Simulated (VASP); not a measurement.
A run of VASP 6.6.1 is set up as follows.

INCAR

```
SYSTEM = Yb
ALGO = Normal ; EDIFF = 1E-6
ENCUT = 520 ; GGA = PE
ISIF = 2 ; ISMEAR = -1
ISPIN = 2 ; LASPH = .TRUE.
LCHARG = .FALSE. ; LMAXMIX = 6
LORBIT = 11 ; LREAL = .FALSE.
LWAVE = .FALSE. ; MAGMOM = 0 0
NBANDS = 35 ; NELM = 150
NUPDOWN = 0.0 ; PREC = Accurate
SIGMA = 0.05
```

File KPOINTS:

```
k-points
0
G
  7 7 4
  0 0 0
```

POSCAR

```
Yb
1.0
    3.8799000000      0.0000000000      0.0000000000
   -1.9399500000      3.3600919641      0.0000000000
    0.0000000000      0.0000000000      6.3859000000
Yb
2
Direct
    0.6666666667      0.3333333333      0.7500000000
    0.3333333333      0.6666666667      0.2500000000
```

Potentials or basis: VASP PAW PBE potentials, release 64 (Yb).

Launch:

```bash
$ cat potpaw_PBE.64/Yb/POTCAR > POTCAR
$ mpirun -np 1 vasp_std > vasp.out
```

Problem. Estimate the pressure.

Solution. -2.0 GPa.

Stress tensor (GPa, compression positive):
```
-2.14  0.00  0.00
 0.00 -2.14  0.00
 0.00  0.00 -1.72
```

Caveat: the total moment is fixed, so each spin has its own Fermi level.
